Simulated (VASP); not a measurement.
Wanted: the native input for a VASP 6.6.1 run.

```yaml
Task: single point
Functional: LDA
Potentials_or_basis: VASP PAW LDA potentials, release 64 (Si)
Cutoff: 520 eV
k_mesh: 8 × 8 × 8
Occupations: fermi-dirac, width 0.05 eV
Spin: no spin polarisation
Dipole_correction: no
Further_INCAR_settings: ALGO = Normal; EDIFF = 1e-06; NBANDS = 11
```

The structure of Si lies in POSCAR:

```
Si
1.0
    0.0000000000      2.7016643793      2.7016643793
    2.7016643793      0.0000000000      2.7016643793
    2.7016643793      2.7016643793      0.0000000000
Si
2
Direct
    0.5000000000      0.5000000000      0.5000000000
    0.7500000000      0.7500000000      0.7500000000
```

These files were run (other wordings do the same):

INCAR

```
PREC = Accurate
ENCUT = 520
EDIFF = 1E-6
ISMEAR = -1
SIGMA = 0.05
LREAL = False
LASPH = True
NELM = 80
ALGO = Normal
ISIF = 2
LWAVE = False
LCHARG = False
GGA = CA
NBANDS = 11
```

KPOINTS

```
regular mesh
0
Gamma
  8 8 8
```

Potentials or basis: VASP PAW LDA potentials, release 64 (Si).

Run with:

```bash
$ cat potpaw_LDA.64/Si/POTCAR > POTCAR
$ mpirun -np 1 vasp_std > vasp.out
```

Results of the run:

```json
{"Pressure": "0.0 GPa", "Band gap on the k mesh": "0.49 eV, indirect (least direct gap 2.53 eV)"}
```

Wall time 4 s on 1 thread of Intel(R) Xeon(R) 6975P-C (Granite Rapids), with other jobs on the host, peak memory 0.13 GiB.
